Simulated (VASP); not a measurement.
Wanted: the native input for a VASP 6.6.1 run.

```
Task                   : single point
Functional             : PBEsol
Potentials or basis    : VASP PAW PBE potentials, release 64 (C, N, H)
Cutoff                 : 520 eV
k mesh                 : 1 × 1 × 1
Occupations            : fermi-dirac, width 0.02 eV
Spin                   : no spin polarisation
Dipole correction      : no
Further INCAR settings : LREAL = Auto; ALGO = Normal; EDIFF = 1e-06; NBANDS = 72
```

The structure of H3C2N lies in POSCAR:

```
H3C2N
1.0
    8.7876200000      0.0000000000      0.0000000000
    0.0000000000      8.7876200000      0.0000000000
    0.0000000000      0.0000000000      8.7876200000
C N H
12 6 18
Direct
    1.0528447976      0.3810701874      0.5502399967
    0.9781943234      0.4179971369      0.6908810349
    0.5143485950      0.1022005958      0.4416554198
    0.4464348709      0.1760431152      0.3141464925
    0.6621588098      0.8714987676      0.9975511003
    0.5666949641      0.8918000551      0.8648530546
    0.2390294528      0.6381022393      0.9623993755
    0.1225018833      0.7292987180      1.0294596262
    0.9421891252      0.7459357596      0.4580990075
    0.8874530305      0.8982181751      0.4848980725
    0.5504220710      0.3744244744      0.8800107424
    0.4823831709      0.3615882344      0.7366727282
    0.9000161591      0.4502925707      0.7833406542
    0.3880003915      0.2503635797      0.2190012768
    0.4870374459      0.8923348984      0.7572129883
    0.0639991260      0.8135308536      1.1190401952
    0.8195393064      1.0135622615      0.5151337905
    0.4184637023      0.3492526987      0.6189502960
    0.9520325185      0.3821853926      0.4623663745
    1.1355975793      0.4829407735      0.5210853451
    1.1213730225      0.2715524795      0.5573864141
    0.6273370947      0.0747642706      0.3916646373
    0.5350595497      0.1728681941      0.5399755565
    0.4339855387      0.0134052223      0.4661216575
    0.6875012802      0.7533211495      1.0102963032
    0.7818271614      0.9124541116      0.9751445784
    0.6158664121      0.9273614471      1.0967929883
    0.2299257364      0.5460409075      0.8884544393
    0.3274606776      0.7031141538      0.9019393192
    0.3197680373      0.6007770022      1.0669441783
    1.0491691721      0.7631759225      0.3870217420
    0.9525218432      0.7085991429      0.5768114689
    0.8554307082      0.6806734929      0.4001879917
    0.5596282042      0.2553820033      0.9141155398
    0.6654475273      0.4224807172      0.8538603171
    0.4944569747      0.4332458618      0.9716737865
```

The input as run:

INCAR

```
SYSTEM = H3C2N
ALGO = Normal
EDIFF = 1E-6
ENCUT = 520
GGA = PS
ISIF = 2
ISMEAR = -1
LASPH = .TRUE.
LCHARG = .TRUE.
LELF = .TRUE.
LREAL = Auto
LVHAR = .TRUE.
LWAVE = .FALSE.
NBANDS = 72
NELM = 80
PREC = Accurate
SIGMA = 0.02
```

KPOINTS

```
k-points
0
G
  1 1 1
  0 0 0
```

Potentials or basis: VASP PAW PBE potentials, release 64 (C, N, H).

Run with:

```bash
$ cat potpaw_PBE.64/C/POTCAR potpaw_PBE.64/N/POTCAR potpaw_PBE.64/H/POTCAR > POTCAR
$ mpirun -np 1 vasp_gam > vasp.out
```

It gave:

```yaml
Pressure: 0.2 GPa
Largest_force: 9.299 eV/Å
Band_gap_on_the_k_mesh: 5.13 eV
```

Caveat: the k points lie up to 0.72 Å⁻¹ apart; the PAW data sets were made with another functional, which shifts forces and pressure a little.

It took 2.5 min on 1 thread of Intel(R) Xeon(R) Platinum 8488C (Sapphire Rapids), on a shared host, peak memory 0.69 GiB.
